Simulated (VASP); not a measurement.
Here is a VASP 6.6.1 calculation.

File POSCAR:

```
MnO
1.0
   -2.1420692760     -2.1420692760      4.3701763637
   -4.3701763637     -2.1420692760      2.1420692760
   -2.1420692760     -4.3701763637      2.1420692760
Mn O
2 2
Direct
    0.0000000000      0.0000000000      0.0000000000
    0.5000000000      0.5000000000      0.5000000000
    1.2500000002     -0.7499999998     -0.7499999998
    1.7499999998     -0.2500000002     -0.2500000002
```

The input INCAR.step1:

```
SYSTEM = MnO
PREC = Accurate ; ENCUT = 520
ISMEAR = 0 ; SIGMA = 0.05
LREAL = .False. ; LASPH = .True.
NELM = 150 ; ISPIN = 2
MAGMOM = 4.62 -4.62 0 0 ; LMAXMIX = 4
NBANDS = 31 ; GGA = PE
ALGO = Normal ; EDIFF = 1E-4
LWAVE = .True. ; LCHARG = .False.
```

The input INCAR.step2:

```
SYSTEM = MnO
PREC = Accurate ; ENCUT = 520
EDIFF = 1E-7 ; ISMEAR = 0
SIGMA = 0.05 ; LREAL = .False.
LASPH = .True. ; NELM = 150
ALGO = Normal ; ISIF = 2
LWAVE = .False. ; LCHARG = .False.
ISPIN = 2 ; MAGMOM = 4.62 -4.62 0 0
LORBIT = 11 ; LMAXMIX = 4
METAGGA = R2SCAN ; LMIXTAU = .True.
NBANDS = 31 ; ISTART = 1
```

KPOINTS

```
regular mesh
0
Gamma
  8 8 8
  0 0 0
```

Potentials or basis: VASP PAW PBE potentials, release 64 (Mn_pv, O).

Command:

```console
$ cat potpaw_PBE.64/Mn_pv/POTCAR potpaw_PBE.64/O/POTCAR > POTCAR
$ cp INCAR.step1 INCAR
$ mpirun -np 1 vasp_std > vasp.out
$ cp INCAR.step2 INCAR
$ mpirun -np 1 vasp_std > vasp.out
```

(1) Estimate the site moments.

(2) What does it give for the net moment?

Answers

(1) Mn +4.45, -4.45; O +0.00 μB.

(2) 0.00 μB per cell.
